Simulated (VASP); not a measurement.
# BAs (F-43m) in VASP: further runs

Runs on BAs. Level: LDA. Tasks: vibrations by perturbation theory.

All numbers are computed with VASP 6.6.1; they aren't measurements. Logs are shortened: lines on timing, memory, paths and dates and some standing lists are left out, and cuts for length are marked.

## 1. The cell of the first run

Symmetry: F-43m, No. 216, cubic system. Conventional cell: a = 4.530 Å, b = 4.530 Å, c = 4.530 Å, α = 90.00°, β = 90.00°, γ = 90.00°. B (site symmetry -43m) has 4 As at 1.96 Å within 2.6 Å. Within 2.6 Å of As (site symmetry -43m) lie 4 B at 1.96 Å.

## 2. Vibrations by perturbation theory, LDA

INCAR reads:

```
PREC     = Accurate       # precision mode
ENCUT    = 520            # plane-wave cutoff, eV
EDIFF    = 1E-8           # SCF threshold, eV
ISMEAR   = 0              # smearing method
SIGMA    = 0.01           # smearing width, eV
LREAL    = F              # projectors in reciprocal space
LASPH    = T              # aspherical terms in the spheres
NELM     = 80             # most SCF steps
ALGO     = Normal         # electronic algorithm
ISIF     = 2              # what is computed and relaxed
LWAVE    = F              # write WAVECAR
LCHARG   = F              # write CHGCAR
GGA      = CA             # functional
NBANDS   = 11             # bands
IBRION   = 8              # ionic algorithm
NSW      = 1              # ionic steps
LEPSILON = T              # dielectric tensor by DFPT
```

KPOINTS reads:

```
regular mesh
0
Gamma
  10 10 10
```

POSCAR reads:

```
BAs
1.0
    0.0000000000      2.2651958342      2.2651958342
    2.2651958342      0.0000000000      2.2651958342
    2.2651958342      2.2651958342      0.0000000000
B As
1 1
Direct
    0.0000000000      0.0000000000      0.0000000000
    0.7500000000      0.7500000000      0.7500000000
```

Potentials or basis: VASP PAW LDA potentials, release 64 (B, As).

On the command line:

```console
> cat potpaw_LDA.64/B/POTCAR potpaw_LDA.64/As/POTCAR > POTCAR
> mpirun -np 1 vasp_std > vasp.out
```

OUTCAR:

```text
PREC = Accurate
   ENCUT = 520
   EDIFF = 1E-8
   ISMEAR = 0
   LREAL = F
   LASPH = T
   NELM = 80
   ISIF = 2
   GGA = CA
   IBRION = 8
   NSW = 1
   LEPSILON = T

 ion  position               nearest neighbor table
   1  0.000  0.000  0.000-   2 1.96   2 1.96   2 1.96   2 1.96
   2  0.750  0.750  0.750-   1 1.96   1 1.96   1 1.96   1 1.96

  LATTYP: Found a face centered cubic cell.
 ALAT       =     4.5303916684

  Lattice vectors:

 A1 = (   0.0000000000,   2.2651958342,   2.2651958342)
 A2 = (   2.2651958342,   0.0000000000,   2.2651958342)
 A3 = (   2.2651958342,   2.2651958342,   0.0000000000)

Analysis of symmetry for initial positions (statically):
=====================================================================
 Subroutine PRICEL returns:
 Original cell was already a primitive cell.

 Routine SETGRP: Setting up the symmetry group for a
 face centered cubic supercell.

 Subroutine GETGRP returns: Found 24 space group operations
 (whereof 24 operations were pure point group operations)
 out of a pool of 48 trial point group operations.

The static configuration has the point symmetry T_d .

Analysis of symmetry for dynamics (positions and initial velocities):
=====================================================================
 Subroutine PRICEL returns:
 Original cell was already a primitive cell.

 Routine SETGRP: Setting up the symmetry group for a
 face centered cubic supercell.

 Subroutine GETGRP returns: Found 24 space group operations
 (whereof 24 operations were pure point group operations)
 out of a pool of 48 trial point group operations.

The dynamic configuration has the point symmetry T_d .

 Subroutine INISYM returns: Found 24 space group operations
 (whereof 24 operations are pure point group operations),
 and found     1 'primitive' translations

----------------------------------------------------------------------------------------

                                     Primitive cell

  volume of cell :      23.2459

  direct lattice vectors                    reciprocal lattice vectors
     0.000000000  2.265195834  2.265195834    -0.220731467  0.220731467  0.220731467
     2.265195834  0.000000000  2.265195834     0.220731467 -0.220731467  0.220731467
     2.265195834  2.265195834  0.000000000     0.220731467  0.220731467 -0.220731467

  length of vectors
     3.203470670  3.203470670  3.203470670     0.382318116  0.382318116  0.382318116

  position of ions in fractional coordinates (direct lattice)
     0.000000000  0.000000000  0.000000000
     0.750000000  0.750000000  0.750000000

  ion indices of the primitive-cell ions
   primitive index   ion index
                 1           1
                 2           2

----------------------------------------------------------------------------------------

 KPOINTS: regular mesh

Automatic generation of k-mesh.
 Grid dimensions read from file:
 generate k-points for:   10   10   10

 Generating k-lattice:

  Cartesian coordinates                     Fractional coordinates (reciprocal lattice)
    -0.022073147  0.022073147  0.022073147     0.100000000  0.000000000  0.000000000
     0.022073147 -0.022073147  0.022073147     0.000000000  0.100000000  0.000000000
     0.022073147  0.022073147 -0.022073147     0.000000000  0.000000000  0.100000000

  Length of vectors
     0.038231812  0.038231812  0.038231812

  Shift w.r.t. Gamma in fractional coordinates (k-lattice)
     0.000000000  0.000000000  0.000000000

 Subroutine IBZKPT returns following result:
 ===========================================

 Found     47 irreducible k-points:

[... 448 lines left out ...]

 POSITION                                       TOTAL-FORCE (eV/Angst)
 -----------------------------------------------------------------------------------
      0.00000      0.00000      0.00000         0.000000      0.000000      0.000000
      3.39779      3.39779      3.39779        -0.000000     -0.000000     -0.000000
 -----------------------------------------------------------------------------------
    total drift:                               -0.000000     -0.000000     -0.000000

  FREE ENERGIE OF THE ION-ELECTRON SYSTEM (eV)
  ---------------------------------------------------
  free  energy   TOTEN  =       -12.6717361852 eV

  energy  without entropy=      -12.6717361852  energy(sigma->0) =      -12.67173619

 HEAD OF MICROSCOPIC STATIC DIELECTRIC TENSOR (INDEPENDENT PARTICLE, excluding Hartree and local field effects)
 ------------------------------------------------------
           9.717077     0.000000     0.000000
           0.000000     9.717077     0.000000
           0.000000     0.000000     9.717077
 ------------------------------------------------------

 Free energy of the ion-electron system (eV)
  ---------------------------------------------------
  ---------------------------------------------------
  free energy    TOTEN  =        -0.56483101 eV

  energy without entropy =       -0.56483101

------------------------ aborting loop because EDIFF is reached ----------------------------------------

--------------------------------------- Ionic step        2  -------------------------------------------

------------------------ aborting loop because EDIFF is reached ----------------------------------------

--------------------------------------- Ionic step        3  -------------------------------------------

------------------------ aborting loop because EDIFF is reached ----------------------------------------

 PIEZOELECTRIC TENSOR FIELD DIRECTION 3  (e Angst)
 -----------------------------------------------------------------------------
    -0.00050 -0.44427  0.00000           ( -0.00000 -0.10039  0.00000)
    -0.44427 -0.00050  0.00000           ( -0.10039 -0.00000  0.00000)
     0.00000  0.00000  0.00020           (  0.00000  0.00000 -0.00000)

 PIEZOELECTRIC TENSOR FIELD DIRECTION 3  (C/m^2)
 -----------------------------------------------------------------------------
    -0.00035 -0.30620  0.00000
    -0.30620 -0.00035  0.00000
     0.00000  0.00000  0.00014

--------------------------------------- Ionic step        4  -------------------------------------------

------------------------ aborting loop because EDIFF is reached ----------------------------------------

[... ionic steps 5 to 6 ...]

--------------------------------------- Ionic step        7  -------------------------------------------

 Free energy of the ion-electron system (eV)
  ---------------------------------------------------
  ---------------------------------------------------
  free energy    TOTEN  =        -0.03690734 eV

  energy without entropy =       -0.03690734

------------------------ aborting loop because EDIFF is reached ----------------------------------------

 INTERNAL STRAIN TENSOR  FOR ION    2  DIRECTION 1   (eV/Angst):
 -----------------------------------------------------------------------------
    -0.00993  0.00000  0.00000
     0.00000  0.00720 14.11034
     0.00000 14.11034  0.00720

 MACROSCOPIC STATIC DIELECTRIC TENSOR (including local field effects in DFT)
 ------------------------------------------------------
           9.343092    -0.000000     0.000000
           0.000000     9.343092    -0.000000
          -0.000000    -0.000000     9.343092
 ------------------------------------------------------

 PIEZOELECTRIC TENSOR (including local field effects)  for field in x, y, z        (e  Angst)
          XX          YY          ZZ          XY          YZ          ZX
  --------------------------------------------------------------------------------
  x     0.00000    -0.00000    -0.00000     0.00000    -0.43939     0.00000
  y    -0.00000     0.00000     0.00000     0.00000     0.00000    -0.43939
  z    -0.00000     0.00000     0.00000    -0.43939     0.00000     0.00000

 PIEZOELECTRIC TENSOR (including local field effects)  for field in x, y, z        (C/m^2)
          XX          YY          ZZ          XY          YZ          ZX
  --------------------------------------------------------------------------------
  x     0.00000    -0.00000    -0.00000     0.00000    -0.30284     0.00000
  y    -0.00000     0.00000     0.00000     0.00000     0.00000    -0.30284
  z    -0.00000     0.00000     0.00000    -0.30284     0.00000     0.00000

 BORN EFFECTIVE CHARGES (including local field effects) (in |e|, cummulative output)
 ---------------------------------------------------------------------------------
 ion    1
    1    -0.96091     0.00000     0.00000
    2    -0.00000    -0.96091    -0.00000
    3     0.00000     0.00000    -0.96091
 ion    2
    1     0.96091    -0.00000    -0.00000
    2     0.00000     0.96091     0.00000
    3     0.00000    -0.00000     0.96091

 INTERNAL STRAIN TENSOR FOR ION    2 for displacements in x,y,z  (eV/Angst):
          X           Y           Z          XY          YZ          ZX
  --------------------------------------------------------------------------------
  x    -0.00000     0.00000     0.00000     0.00000    14.11034     0.00000
  y     0.00000     0.00000     0.00000     0.00000     0.00000    14.11034
  z     0.00000     0.00000    -0.00000    14.11034     0.00000     0.00000

 SECOND DERIVATIVES (NOT SYMMETRIZED)
 ------------------------------------
               1X          1Y          1Z          2X          2Y          2Z
  1X   -22.453073    0.000000    0.000000   22.453073    0.000000    0.000000
  1Y     0.000000  -22.453073    0.000000    0.000000   22.453073    0.000000
  1Z     0.000000    0.000000  -22.453073    0.000000    0.000000   22.453073
  2X    22.447973    0.000000    0.000000  -22.447973    0.000000    0.000000
  2Y     0.000000   22.447973    0.000000    0.000000  -22.447973    0.000000
  2Z     0.000000    0.000000   22.447973    0.000000    0.000000  -22.447973

 Eigenvectors and eigenvalues of the dynamical matrix
 ----------------------------------------------------

   1 f  =   24.100098 THz   151.425379 2PiTHz  803.892723 cm-1    99.669950 meV
             X         Y         Z           dx          dy          dz
      0.000000  0.000000  0.000000     0.934839    0.000000    0.000000
      3.397794  3.397794  3.397794    -0.355072    0.000000    0.000000
[... 21 lines left out ...]
   6 f/i=    0.000909 THz     0.005709 2PiTHz    0.030308 cm-1     0.003758 meV
             X         Y         Z           dx          dy          dz
      0.000000  0.000000  0.000000    -0.000062   -0.039567    0.352860
      3.397794  3.397794  3.397794    -0.000163   -0.104173    0.929017

--------------------------------------------------------------------------------------------------------

 MACROSCOPIC STATIC DIELECTRIC TENSOR IONIC CONTRIBUTION
 ------------------------------------------------------
           0.320154     0.000000    -0.000000
           0.000000     0.320154     0.000000
          -0.000000     0.000000     0.320154
 ------------------------------------------------------

 ELASTIC MODULI CONTR FROM IONIC RELAXATION (kBar)
 Direction    XX          YY          ZZ          XY          YZ          ZX
 --------------------------------------------------------------------------------
 XX          -0.0000     -0.0000      0.0000     -0.0000      0.0000     -0.0000
 YY          -0.0000     -0.0000     -0.0000     -0.0000     -0.0000     -0.0000
 ZZ           0.0000     -0.0000     -0.0000      0.0000     -0.0000     -0.0000
 XY          -0.0000     -0.0000      0.0000   -630.6285      0.0000      0.0000
 YZ           0.0000     -0.0000     -0.0000      0.0000   -630.6285      0.0000
 ZX          -0.0000     -0.0000     -0.0000      0.0000      0.0000   -630.6285
 --------------------------------------------------------------------------------

 PIEZOELECTRIC TENSOR IONIC CONTR  for field in x, y, z        (C/m^2)
          XX          YY          ZZ          XY          YZ          ZX
  --------------------------------------------------------------------------------
  x    -0.00000     0.00000     0.00000    -0.00000     0.42280    -0.00000
  y     0.00000     0.00000     0.00000     0.00000     0.00000     0.42280
  z     0.00000     0.00000    -0.00000     0.42280     0.00000    -0.00000
```

It took 6.9 min on 1 thread of AMD EPYC 7R13, shared host; peak memory 0.2 GiB.

Results:

| Property | Result |
| --- | --- |
| Electronic dielectric tensor (diagonal) | 9.34 |
| Born charges (mean of the diagonal) | B -0.96; As +0.96 e |
| Highest phonon frequency at Γ, LO-TO splitting left out | 804 cm⁻¹ |

Phonon frequencies in cm⁻¹ (negative: imaginary):
```csv
q point,frequencies
"(0.000, 0.000, 0.000)",0 0 0 804 804 804
```

Electronic dielectric tensor:
```
9.34 0.00 0.00
0.00 9.34 0.00
0.00 0.00 9.34
```

Born effective charge tensors (e):
atom 1, B
```
-0.96  0.00  0.00
 0.00 -0.96  0.00
 0.00  0.00 -0.96
```
atom 2, As
```
0.96 0.00 0.00
0.00 0.96 0.00
0.00 0.00 0.96
```

Caveat: the cell wasn't relaxed at this level first, which shifts response properties.

## 3. Vibrations by perturbation theory, LDA

This run uses another cell than the first one, of 12.54 Å³/atom, 1.079 times its volume.

INCAR reads:

```
ALGO     = Normal         # electronic algorithm
EDIFF    = 1E-8           # SCF threshold, eV
ENCUT    = 520            # plane-wave cutoff, eV
GGA      = CA             # functional
IBRION   = 8              # ionic algorithm
ISIF     = 2              # what is computed and relaxed
ISMEAR   = 0              # smearing method
LASPH    = True           # aspherical terms in the spheres
LCHARG   = False          # write CHGCAR
LEPSILON = True           # dielectric tensor by DFPT
LREAL    = False          # projectors in reciprocal space
LWAVE    = False          # write WAVECAR
NELM     = 60             # most SCF steps
NSW      = 1              # ionic steps
PREC     = Accurate       # precision mode
SIGMA    = 0.01           # smearing width, eV
```

KPOINTS reads:

```
k-points
0
Gamma
  10 10 10
```

POSCAR reads:

```
BAs
1.0
    0.0000000000      2.3232796409      2.3232796409
    2.3232796409      0.0000000000      2.3232796409
    2.3232796409      2.3232796409      0.0000000000
B As
1 1
Direct
    0.0000000000      0.0000000000      0.0000000000
    0.7500000000      0.7500000000      0.7500000000
```

Potentials or basis: VASP PAW LDA potentials, release 64 (B, As).

On the command line:

```console
> cat potpaw_LDA.64/B/POTCAR potpaw_LDA.64/As/POTCAR > POTCAR
> mpirun -np 1 vasp_std > vasp.out
```

OUTCAR:

```text
EDIFF = 1E-8
   ENCUT = 520
   GGA = CA
   IBRION = 8
   ISIF = 2
   ISMEAR = 0
   LASPH = True
   LEPSILON = True
   LREAL = False
   NELM = 60
   NSW = 1
   PREC = Accurate

 ion  position               nearest neighbor table
   1  0.000  0.000  0.000-   2 2.01   2 2.01   2 2.01   2 2.01
   2  0.750  0.750  0.750-   1 2.01   1 2.01   1 2.01   1 2.01

  LATTYP: Found a face centered cubic cell.
 ALAT       =     4.6465592818

  Lattice vectors:

 A1 = (   0.0000000000,   2.3232796409,   2.3232796409)
 A2 = (   2.3232796409,   0.0000000000,   2.3232796409)
 A3 = (   2.3232796409,   2.3232796409,   0.0000000000)

Analysis of symmetry for initial positions (statically):
=====================================================================
 Subroutine PRICEL returns:
 Original cell was already a primitive cell.

 Routine SETGRP: Setting up the symmetry group for a
[... 562 lines left out ...]

 SECOND DERIVATIVES (NOT SYMMETRIZED)
 ------------------------------------
               1X          1Y          1Z          2X          2Y          2Z
  1X   -19.289268    0.000000    0.000000   19.289268    0.000000    0.000000
  1Y     0.000000  -19.289268    0.000000    0.000000   19.289268    0.000000
  1Z     0.000000    0.000000  -19.289268    0.000000    0.000000   19.289268
  2X    19.284423    0.000000    0.000000  -19.284423    0.000000    0.000000
  2Y     0.000000   19.284423    0.000000    0.000000  -19.284423    0.000000
  2Z     0.000000    0.000000   19.284423    0.000000    0.000000  -19.284423

 Eigenvectors and eigenvalues of the dynamical matrix
 ----------------------------------------------------

   1 f  =   22.337683 THz   140.351801 2PiTHz  745.104898 cm-1    92.381192 meV
             X         Y         Z           dx          dy          dz
      0.000000  0.000000  0.000000     0.000000    0.934841    0.000000
      3.484919  3.484919  3.484919     0.000000   -0.355068    0.000000
[... 21 lines left out ...]
   6 f/i=    0.000931 THz     0.005852 2PiTHz    0.031066 cm-1     0.003852 meV
             X         Y         Z           dx          dy          dz
      0.000000  0.000000  0.000000     0.000000    0.000000   -0.355068
      3.484919  3.484919  3.484919     0.000000    0.000000   -0.934841

--------------------------------------------------------------------------------------------------------

 MACROSCOPIC STATIC DIELECTRIC TENSOR IONIC CONTRIBUTION
 ------------------------------------------------------
           0.203796    -0.000000    -0.000000
          -0.000000     0.203796    -0.000000
          -0.000000    -0.000000     0.203796
 ------------------------------------------------------

 ELASTIC MODULI CONTR FROM IONIC RELAXATION (kBar)
 Direction    XX          YY          ZZ          XY          YZ          ZX
 --------------------------------------------------------------------------------
 XX          -0.0000      0.0000      0.0000     -0.0000      0.0000     -0.0000
 YY           0.0000     -0.0000      0.0000     -0.0000     -0.0000      0.0000
 ZZ           0.0000      0.0000     -0.0000      0.0000     -0.0000     -0.0000
 XY          -0.0000     -0.0000      0.0000   -352.1263      0.0000      0.0000
 YZ           0.0000     -0.0000     -0.0000      0.0000   -352.1263      0.0000
 ZX          -0.0000      0.0000     -0.0000      0.0000      0.0000   -352.1263
 --------------------------------------------------------------------------------

 PIEZOELECTRIC TENSOR IONIC CONTR  for field in x, y, z        (C/m^2)
          XX          YY          ZZ          XY          YZ          ZX
  --------------------------------------------------------------------------------
  x    -0.00000     0.00000     0.00000    -0.00000     0.25207    -0.00000
  y     0.00000    -0.00000     0.00000    -0.00000    -0.00000     0.25207
  z     0.00000     0.00000    -0.00000     0.25207    -0.00000    -0.00000
```

It took 5.4 min on 1 thread of AMD EPYC 7R13, shared host; peak memory 0.19 GiB.

What came out:

* Electronic dielectric tensor (diagonal): 9.54
* Born charges (mean of the diagonal): B -0.74; As +0.74 e
* Highest phonon frequency at Γ, LO-TO splitting left out: 745 cm⁻¹

Phonon frequencies in cm⁻¹ (negative: imaginary):
```csv
q point,frequencies
"(0.000, 0.000, 0.000)",0 0 0 745 745 745
```

Electronic dielectric tensor:
```
9.54 0.00 0.00
0.00 9.54 0.00
0.00 0.00 9.54
```

Born effective charge tensors (e):
atom 1, B
```
-0.74  0.00  0.00
 0.00 -0.74  0.00
 0.00  0.00 -0.74
```
atom 2, As
```
0.74 0.00 0.00
0.00 0.74 0.00
0.00 0.00 0.74
```

Caveat: the cell wasn't relaxed at this level first, which shifts response properties.

(Continued in part 2 of 2.)
